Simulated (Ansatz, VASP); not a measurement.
Ti2Co: VASP beside Ansatz

```xyz
6
Lattice="0.0000 3.6001 3.6001 3.6001 0.0000 3.6001 3.6001 3.6001 0.0000" Properties=species:S:1:pos:R:3 pbc="T T T"
Ti    0.9000    0.9000    0.9000
Ti    0.9000    2.7001    2.7001
Ti    2.7001    2.7001    0.9000
Ti    2.7001    0.9000    2.7001
Co    3.6001    3.6001    3.6001
Co    5.4002    5.4002    5.4002
```

Change from the starting cell: equal strain along all axes, cell held, atoms relaxed: +1.0 %.

Alike in both runs: task single point; functional r2SCAN; k mesh 10 × 10 × 10; occupations gaussian, width 0.1 eV; collinear spin.

```csv
,VASP,Ansatz
version,VASP 6.6.1,Ansatz 0.2.0
potentials or method,"VASP PAW PBE potentials, release 64 (Ti_sv, Co), cutoff 520 eV","scalar-relativistic, plane waves, PAW"
valence electrons in the cell,66,82
```

```tsv
	VASP	Ansatz	Ansatz less VASP
gap on the k mesh at the Fermi level (eV)	none	none	-
pressure (GPa)	-2.4	-2.8	-0.47
net moment per atom (μB)	0.82	0.83	+0.008
size of the moment on the site where the two differ most (μB)	0.42	0.38	-0.034
```

VASP's potentials were made for PBE, not for r2SCAN. Site moments also hang on the region over which each program counts them. A gap of «none» marks a metal or a gap that the smearing closes. VASP's potentials hold 66 valence electrons a cell and Ansatz's 82, so a difference there can come from the potentials and not from the codes. Ansatz's warnings: stability check not made.
